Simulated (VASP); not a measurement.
# BiB (F-43m) in VASP: further runs

BiB is run at these levels: r2SCAN, PBE; tasks: single point.

All numbers are computed with VASP 6.6.1; they aren't measurements. Logs are shortened: lines on timing, memory, paths and dates and some standing lists are left out, and cuts for length are marked.

## (1) The cell of the first run

It takes space group F-43m (No. 216, cubic). The conventional cell has a = 5.378 Å, b = 5.378 Å, c = 5.378 Å, α = 90.00°, β = 90.00°, γ = 90.00°. B (site symmetry -43m) has 4 Bi at 2.33 Å within 3.1 Å. Within 3.1 Å of Bi (site symmetry -43m) lie 4 B at 2.33 Å.

## (2) Single point, r2SCAN (volume changed by -6%)

File POSCAR:

```
BiB
1.0
    0.0000000000      2.6888409073      2.6888409073
    2.6888409073      0.0000000000      2.6888409073
    2.6888409073      2.6888409073      0.0000000000
B Bi
1 1
Direct
    0.0000000000      0.0000000000      0.0000000000
    0.2500000000      0.2500000000      0.2500000000
```

File INCAR.step1:

```
ALGO     = Normal         # electronic algorithm
EDIFF    = 1E-4           # SCF threshold, eV
ENCUT    = 520            # plane-wave cutoff, eV
GGA      = PE             # functional
ISMEAR   = 0              # smearing method
LASPH    = True           # aspherical terms in the spheres
LCHARG   = False          # write CHGCAR
LREAL    = False          # projectors in reciprocal space
LWAVE    = True           # write WAVECAR
NBANDS   = 16             # bands
NELM     = 60             # most SCF steps
PREC     = Accurate       # precision mode
SIGMA    = 0.01           # smearing width, eV
```

File INCAR.step2:

```
ALGO     = Normal         # electronic algorithm
EDIFF    = 1E-7           # SCF threshold, eV
ENCUT    = 520            # plane-wave cutoff, eV
ISIF     = 2              # what is computed and relaxed
ISMEAR   = 0              # smearing method
ISTART   = 1            
LASPH    = True           # aspherical terms in the spheres
LCHARG   = False          # write CHGCAR
LMIXTAU  = True         
LREAL    = False          # projectors in reciprocal space
LWAVE    = False          # write WAVECAR
METAGGA  = R2SCAN         # meta-GGA
NBANDS   = 16             # bands
NELM     = 60             # most SCF steps
PREC     = Accurate       # precision mode
SIGMA    = 0.01           # smearing width, eV
```

File KPOINTS:

```
k-points
0
Gamma
  6 6 6
```

Potentials or basis: VASP PAW PBE potentials, release 64 (B, Bi_d).

Started as:

```console
cat potpaw_PBE.64/B/POTCAR potpaw_PBE.64/Bi_d/POTCAR > POTCAR
cp INCAR.step1 INCAR
mpirun -np 1 vasp_std > vasp.out
cp INCAR.step2 INCAR
mpirun -np 1 vasp_std > vasp.out
```

OUTCAR:

```text
EDIFF = 1E-7
   ENCUT = 520
   ISIF = 2
   ISMEAR = 0
   ISTART = 1
   LASPH = True
   LREAL = False
   METAGGA = R2SCAN
   NELM = 60
   PREC = Accurate

 ion  position               nearest neighbor table
   1  0.000  0.000  0.000-   2 2.33   2 2.33   2 2.33   2 2.33
   2  0.250  0.250  0.250-   1 2.33   1 2.33   1 2.33   1 2.33

  LATTYP: Found a face centered cubic cell.
 ALAT       =     5.3776818146

  Lattice vectors:

 A1 = (   0.0000000000,   2.6888409073,   2.6888409073)
 A2 = (   2.6888409073,   0.0000000000,   2.6888409073)
 A3 = (   2.6888409073,   2.6888409073,   0.0000000000)

Analysis of symmetry for initial positions (statically):
=====================================================================
 Subroutine PRICEL returns:
 Original cell was already a primitive cell.

 Routine SETGRP: Setting up the symmetry group for a
 face centered cubic supercell.

 Subroutine GETGRP returns: Found 24 space group operations
 (whereof 24 operations were pure point group operations)
 out of a pool of 48 trial point group operations.

The static configuration has the point symmetry T_d .

Analysis of symmetry for dynamics (positions and initial velocities):
=====================================================================
 Subroutine PRICEL returns:
 Original cell was already a primitive cell.

 Routine SETGRP: Setting up the symmetry group for a
 face centered cubic supercell.

 Subroutine GETGRP returns: Found 24 space group operations
 (whereof 24 operations were pure point group operations)
 out of a pool of 48 trial point group operations.

The dynamic configuration has the point symmetry T_d .

 Subroutine INISYM returns: Found 24 space group operations
 (whereof 24 operations are pure point group operations),
 and found     1 'primitive' translations

----------------------------------------------------------------------------------------

                                     Primitive cell

  volume of cell :      38.8799

  direct lattice vectors                    reciprocal lattice vectors
     0.000000000  2.688840907  2.688840907    -0.185953731  0.185953731  0.185953731
     2.688840907  0.000000000  2.688840907     0.185953731 -0.185953731  0.185953731
     2.688840907  2.688840907  0.000000000     0.185953731  0.185953731 -0.185953731

  length of vectors
     3.802595278  3.802595278  3.802595278     0.322081311  0.322081311  0.322081311

  position of ions in fractional coordinates (direct lattice)
     0.000000000  0.000000000  0.000000000
     0.250000000  0.250000000  0.250000000

  ion indices of the primitive-cell ions
   primitive index   ion index
                 1           1
                 2           2

----------------------------------------------------------------------------------------

 KPOINTS: k-points

Automatic generation of k-mesh.
 Grid dimensions read from file:
 generate k-points for:    6    6    6

 Generating k-lattice:

  Cartesian coordinates                     Fractional coordinates (reciprocal lattice)
    -0.030992289  0.030992289  0.030992289     0.166666667  0.000000000  0.000000000
     0.030992289 -0.030992289  0.030992289     0.000000000  0.166666667  0.000000000
     0.030992289  0.030992289 -0.030992289     0.000000000  0.000000000  0.166666667

  Length of vectors
     0.053680218  0.053680218  0.053680218

  Shift w.r.t. Gamma in fractional coordinates (k-lattice)
     0.000000000  0.000000000  0.000000000

 Subroutine IBZKPT returns following result:
 ===========================================

 Found     16 irreducible k-points:

 Following reciprocal coordinates:
            Coordinates               Weight
  0.000000  0.000000  0.000000      1.000000
  0.166667  0.000000  0.000000      8.000000
  0.333333  0.000000  0.000000      8.000000
  0.500000  0.000000  0.000000      4.000000
  0.166667  0.166667  0.000000      6.000000
  0.333333  0.166667  0.000000     24.000000
[... 8 lines left out ...]
 -0.333333  0.333333  0.166667     24.000000
 -0.333333  0.500000  0.166667     12.000000
   k-points           NKPTS =     16   k-points in BZ     NKDIM =     16   number of bands    NBANDS=     16
   number of dos      NEDOS =    301   number of ions     NIONS =      2
   total plane-waves  NPLWV =  21952
   dimension x,y,z NGX =    28 NGY =   28 NGZ =   28
   dimension x,y,z NGXF=    56 NGYF=   56 NGZF=   56
   ions per type =               1   1
   NGX,Y,Z   is equivalent  to a cutoff of  12.24, 12.24, 12.24 a.u.
   NGXF,Y,Z  is equivalent  to a cutoff of  24.48, 24.48, 24.48 a.u.
 SYSTEM =  unknown system
   PREC   = accura    normal or accurate (medium, high low for compatibility)
   ISTART =      1    job   : 0-new  1-cont  2-samecut
   ICHARG =      0    charge: 1-file 2-atom 10-const
   ISPIN  =      1    spin polarized calculation?
   LNONCOLLINEAR =      F non collinear calculations
   LSORBIT =      F    spin-orbit coupling
   LASPH  =      T    aspherical Exc in radial PAW
   ENCUT  =  520.0 eV  38.22 Ry    6.18 a.u.   7.07  7.07  7.07*2*pi/ulx,y,z
   NELM   =     60;   NELMIN=  2; NELMDL=  0     # of ELM steps
   EDIFF  = 0.1E-06   stopping-criterion for ELM
   LREAL  =      F    real-space projection
   EDIFFG = 0.1E-05   stopping-criterion for IOM
   NSW    =      0    number of steps for IOM
   IBRION =     -1    ionic relax: 0-MD 1-quasi-New 2-CG
   NFREE  =      0    steps in history (QN), initial steepest desc. (CG)
   ISIF   =      2    stress and relaxation
   ISYM   =      2    0-nonsym 1-usesym 2-fastsym
   POTIM  = 0.5000    time-step for ionic-motion
   TEBEG  =    0.0;   TEEND  =   0.0 temperature during run
   PSTRESS=    0.0 pullay stress
   NELECT =      18.0000    total number of electrons
   NUPDOWN=      -1.0000    fix difference up-down
   EMIN   =  10.00;   EMAX   =-10.00  energy-range for DOS
   EFERMI =   0.00;   METHOD = LEGACY
   ISMEAR =     0;   SIGMA  =   0.01  broadening in eV -4-tet -1-fermi 0-gaus
   EFERMI_NEDOS =   21; number of points for ismear=-14 and -15
   IALGO  =     38    algorithm
   IMIX   =      4    mixing-type and parameters
     AMIX     =   0.40;   BMIX     =  1.00
     AMIX_MAG =   1.60;   BMIX_MAG =  1.00
  volume/ion in A,a.u.               =      19.44       131.19
  Fermi-wavevector in a.u.,A,eV,Ry     =   1.266457  2.393257 21.822577  1.603914
  Thomas-Fermi vector in A             =   2.399657
   LORBIT       =      0    0 simple, 1 ext, 2 COOP (PROOUT), +10 PAW based schemes
   METAGGA = R2SCAN    functional components
   LHFCALC =     F    Hartree Fock is set to
   AEXX    =    0.0000 exact exchange contribution
   IVDW    =     0    specifies the selected vdW correction
   LEPSILON=     F    determine dielectric tensor
   LRPA    =     F    only Hartree local field effects (RPA)
 non-spin polarized calculation
 Gauss-broadening in eV      SIGMA  =   0.01
  energy-cutoff  :      520.00
  volume of cell :       38.88
 maximum number of plane-waves:      1063
   NGX = 15   NGY = 15   NGZ = 15

 number of electron      17.9999996 magnetization

 Free energy of the ion-electron system (eV)
  ---------------------------------------------------
  ext. energy  EPLUGINS =         0.00000000
  ---------------------------------------------------
  free energy    TOTEN  =       -64.24146909 eV

  energy without entropy =      -64.24146909  energy(sigma->0) =      -64.24146909

 E-fermi :   7.9291     XC(G=0): -11.0628

 val. band max:        7.8769867633   @ k =   0.0000   0.0000   0.0000
 cond. band min:       8.6501424460   @ k =   0.5000   0.0000   0.0000
 fundamental gap:      0.7731556827
 Fermi energy:         7.9291430451

 k-point     1 :       0.0000    0.0000    0.0000
  band No.  band energies     occupation
      1     -16.1481      2.00000
      2     -16.1481      2.00000
      3     -16.1481      2.00000
      4     -16.0221      2.00000
      5     -16.0221      2.00000
      6      -7.4912      2.00000
[... 8 lines left out ...]
     15      19.1529      0.00000
     16      19.1529      0.00000

 k-point     2 :       0.1667    0.0000    0.0000
  band No.  band energies     occupation
      1     -16.1462      2.00000
      2     -16.1342      2.00000
      3     -16.1342      2.00000
      4     -16.0209      2.00000
      5     -16.0209      2.00000
      6      -7.0902      2.00000
[... 8 lines left out ...]
     15      17.9143      0.00000
     16      17.9143      0.00000

 k-point     3 :       0.3333    0.0000    0.0000
  band No.  band energies     occupation
      1     -16.1436      2.00000
      2     -16.1157      2.00000
      3     -16.1157      2.00000
      4     -16.0088      2.00000
      5     -16.0088      2.00000
      6      -5.9901      2.00000
[... 8 lines left out ...]
     15      18.4261      0.00000
     16      18.4261      0.00000

 k-point     4 :       0.5000    0.0000    0.0000
  band No.  band energies     occupation
      1     -16.1429      2.00000
      2     -16.1117      2.00000
      3     -16.1117      2.00000
      4     -15.9972      2.00000
      5     -15.9972      2.00000
      6      -5.0701      2.00000
[... 8 lines left out ...]
     15      20.0237      0.00000
     16      20.0237      0.00000

 k-point     5 :       0.1667    0.1667    0.0000
  band No.  band energies     occupation
      1     -16.1626      2.00000
      2     -16.1190      2.00000
      3     -16.1190      2.00000
      4     -16.0335      2.00000
      5     -16.0114      2.00000
      6      -6.9545      2.00000
[... 8 lines left out ...]
     15      17.5710      0.00000
     16      20.3317      0.00000

 k-point     6 :       0.3333    0.1667    0.0000
  band No.  band energies     occupation
      1     -16.1628      2.00000
      2     -16.0986      2.00000
      3     -16.0951      2.00000
      4     -16.0358      2.00000
      5     -15.9998      2.00000
      6      -6.0694      2.00000
[... 8 lines left out ...]
     15      18.8228      0.00000
     16      19.9439      0.00000
[... 115 lines left out ...]
 k-point    13 :       0.5000    0.5000    0.0000
  band No.  band energies     occupation
      1     -16.2039      2.00000
      2     -16.0743      2.00000
      3     -16.0290      2.00000
      4     -16.0290      2.00000
      5     -15.9792      2.00000
      6      -3.9384      2.00000
[... 8 lines left out ...]
     15      21.5687      0.00000
     16      22.5433      0.00000

 k-point    14 :       0.5000    0.3333    0.1667
  band No.  band energies     occupation
      1     -16.1580      2.00000
      2     -16.0930      2.00000
      3     -16.0638      2.00000
      4     -16.0381      2.00000
      5     -15.9965      2.00000
      6      -5.0689      2.00000
[... 8 lines left out ...]
     15      20.3455      0.00000
     16      21.0615      0.00000

 k-point    15 :      -0.3333    0.3333    0.1667
  band No.  band energies     occupation
      1     -16.1427      2.00000
      2     -16.0993      2.00000
      3     -16.0541      2.00000
      4     -16.0299      2.00000
      5     -16.0023      2.00000
      6      -4.2836      2.00000
[... 8 lines left out ...]
     15      19.9568      0.00000
     16      21.5203      0.00000

 k-point    16 :      -0.3333    0.5000    0.1667
  band No.  band energies     occupation
      1     -16.1669      2.00000
      2     -16.0686      2.00000
      3     -16.0600      2.00000
      4     -16.0270      2.00000
      5     -15.9943      2.00000
      6      -3.8977      2.00000
[... 8 lines left out ...]
     15      21.0625      0.00000
     16      22.2553      0.00000

------------------------ aborting loop because EDIFF is reached ----------------------------------------

  FORCE on cell =-STRESS in cart. coord.  units (eV):
  Direction    XX          YY          ZZ          XY          YZ          ZX
  --------------------------------------------------------------------------------------
  -------------------------------------------------------------------------------------
  Total        1.3418409      1.3418409      1.3418409     -0.0000000      0.0000000      0.0000000
  in kB       55.2950554     55.2950554     55.2950554     -0.0000000      0.0000000      0.0000000
  external PRESSURE =      55.2950554 kB  Pullay stress =       0.0000000 kB

 VOLUME and BASIS-vectors are now :
 -----------------------------------------------------------------------------
  energy-cutoff  :      520.00
  volume of cell :       38.88
      direct lattice vectors                 reciprocal lattice vectors
     0.000000000  2.688840907  2.688840907    -0.185953731  0.185953731  0.185953731
     2.688840907  0.000000000  2.688840907     0.185953731 -0.185953731  0.185953731
     2.688840907  2.688840907  0.000000000     0.185953731  0.185953731 -0.185953731

 POSITION                                       TOTAL-FORCE (eV/Angst)
 -----------------------------------------------------------------------------------
      0.00000      0.00000      0.00000        -0.000000     -0.000000     -0.000000
      1.34442      1.34442      1.34442         0.000000      0.000000      0.000000
 -----------------------------------------------------------------------------------
    total drift:                                0.000000      0.000000      0.000000

  FREE ENERGIE OF THE ION-ELECTRON SYSTEM (eV)
  ---------------------------------------------------
  free  energy   TOTEN  =       -64.2414690937 eV

  energy  without entropy=      -64.2414690937  energy(sigma->0) =      -64.24146909
```

It took 2.2 min on 1 thread of AMD EPYC 7R13, shared host; peak memory 0.14 GiB.

Results:

```yaml
Free_energy: -64.2415 eV
Pressure: 5.5 GPa
Band_gap_on_the_k_mesh: 0.77 eV, indirect (least direct gap 0.88 eV)
```

Caveat: the cell differs from its parent crystal (volume changed by -6%); the PAW data sets were made with another functional, which shifts forces and pressure a little; spin-orbit coupling is left out, which moves the levels of the heavy elements. A k mesh can miss the band edges.

## (3) Single point, r2SCAN (volume changed by -3%)

File POSCAR:

```
BiB
1.0
    0.0000000000      2.7171465759      2.7171465759
    2.7171465759      0.0000000000      2.7171465759
    2.7171465759      2.7171465759      0.0000000000
B Bi
1 1
Direct
    0.0000000000      0.0000000000      0.0000000000
    0.2500000000      0.2500000000      0.2500000000
```

File INCAR.step1:

```
PREC = Accurate
ENCUT = 520
ISMEAR = 0
SIGMA = 0.01
LREAL = False
LASPH = True
NELM = 60
NBANDS = 16
GGA = PE
ALGO = Normal
EDIFF = 1E-4
LWAVE = True
LCHARG = False
```

File INCAR.step2:

```
PREC = Accurate
ENCUT = 520
EDIFF = 1E-7
ISMEAR = 0
SIGMA = 0.01
LREAL = False
LASPH = True
NELM = 60
ALGO = Normal
ISIF = 2
LWAVE = False
LCHARG = False
METAGGA = R2SCAN
LMIXTAU = True
NBANDS = 16
ISTART = 1
```

File KPOINTS:

```
Automatic mesh
0
Gamma
  6 6 6
```

Potentials or basis: VASP PAW PBE potentials, release 64 (B, Bi_d).

Started as:

```console
cat potpaw_PBE.64/B/POTCAR potpaw_PBE.64/Bi_d/POTCAR > POTCAR
cp INCAR.step1 INCAR
mpirun -np 1 vasp_std > vasp.out
cp INCAR.step2 INCAR
mpirun -np 1 vasp_std > vasp.out
```

It took 2.6 min on 1 thread of AMD EPYC 7R13, shared host; peak memory 0.15 GiB.

It converged, with:

| Quantity | Value |
| --- | --- |
| Free energy | -64.2727 eV |
| Pressure | 2.4 GPa |
| Band gap on the k mesh | 0.64 eV, direct |

Levels at points of the mesh, in eV from the valence-band top:
| k point | band 5 | band 6 | band 7 | band 8 | band 9 | band 10 | band 11 | band 12 | band 13 | band 14 |
| --- | --- | --- | --- | --- | --- | --- | --- | --- | --- | --- |
| (0.00, 0.00, 0.00) | -23.83 | -15.09 | 0.00 | 0.00 | 0.00 | 0.64 | 2.97 | 2.97 | 2.97 | 6.87 |
| (0.50, 0.00, 0.00) | -23.81 | -12.78 | -8.33 | -1.78 | -1.78 | 0.64 | 4.45 | 4.45 | 6.51 | 9.15 |
| (0.50, 0.50, 0.00) | -23.79 | -11.70 | -8.52 | -3.81 | -3.81 | 0.99 | 1.12 | 9.15 | 9.51 | 9.51 |

Caveat: the cell differs from its parent crystal (volume changed by -3%); the PAW data sets were made with another functional, which shifts forces and pressure a little; spin-orbit coupling is left out, which moves the levels of the heavy elements. A k mesh can miss the band edges.

## (4) Single point, r2SCAN

This run uses another cell than the first one, of 20.68 Å³/atom, 1.064 times its volume.

File POSCAR:

```
BiB
1.0
    0.0000000000      2.7448744764      2.7448744764
    2.7448744764      0.0000000000      2.7448744764
    2.7448744764      2.7448744764      0.0000000000
B Bi
1 1
Direct
    0.0000000000      0.0000000000      0.0000000000
    0.2500000000      0.2500000000      0.2500000000
```

File INCAR.step1:

```
PREC = Accurate
ENCUT = 520
ISMEAR = 0
SIGMA = 0.01
LREAL = F
LASPH = T
NELM = 80
NBANDS = 16
GGA = PE
ALGO = Normal
EDIFF = 1E-4
LWAVE = T
LCHARG = F
```

File INCAR.step2:

```
PREC = Accurate
ENCUT = 520
EDIFF = 1E-7
ISMEAR = 0
SIGMA = 0.01
LREAL = F
LASPH = T
NELM = 80
ALGO = Normal
ISIF = 2
LWAVE = F
LCHARG = F
METAGGA = R2SCAN
LMIXTAU = T
NBANDS = 16
ISTART = 1
```

File KPOINTS:

```
regular mesh
0
Gamma
  6 6 6
```

Started as:

```console
cat potpaw_PBE.64/B/POTCAR potpaw_PBE.64/Bi_d/POTCAR > POTCAR
cp INCAR.step1 INCAR
mpirun -np 1 vasp_std > vasp.out
cp INCAR.step2 INCAR
mpirun -np 1 vasp_std > vasp.out
```

Wall time 2.5 min (1 thread of AMD EPYC 7R13, shared host); peak memory 0.14 GiB.

The run converged. Its results:

* Free energy: -64.2817 eV
* Pressure: -0.2 GPa
* Band gap on the k mesh: 0.40 eV, direct

Levels at points of the mesh, in eV from the valence-band top:
| k point | band 5 | band 6 | band 7 | band 8 | band 9 | band 10 | band 11 | band 12 | band 13 | band 14 |
| --- | --- | --- | --- | --- | --- | --- | --- | --- | --- | --- |
| (0.00, 0.00, 0.00) | -23.77 | -14.83 | 0.00 | 0.00 | 0.00 | 0.40 | 2.93 | 2.93 | 2.93 | 6.76 |
| (0.50, 0.00, 0.00) | -23.75 | -12.63 | -8.14 | -1.72 | -1.72 | 0.52 | 4.40 | 4.40 | 6.50 | 9.03 |
| (0.50, 0.50, 0.00) | -23.74 | -11.60 | -8.36 | -3.68 | -3.68 | 1.01 | 1.13 | 9.02 | 9.27 | 9.27 |

Caveat: the PAW data sets were made with another functional, which shifts forces and pressure a little; spin-orbit coupling is left out, which moves the levels of the heavy elements.

(Part 1 of 2 ends here.)
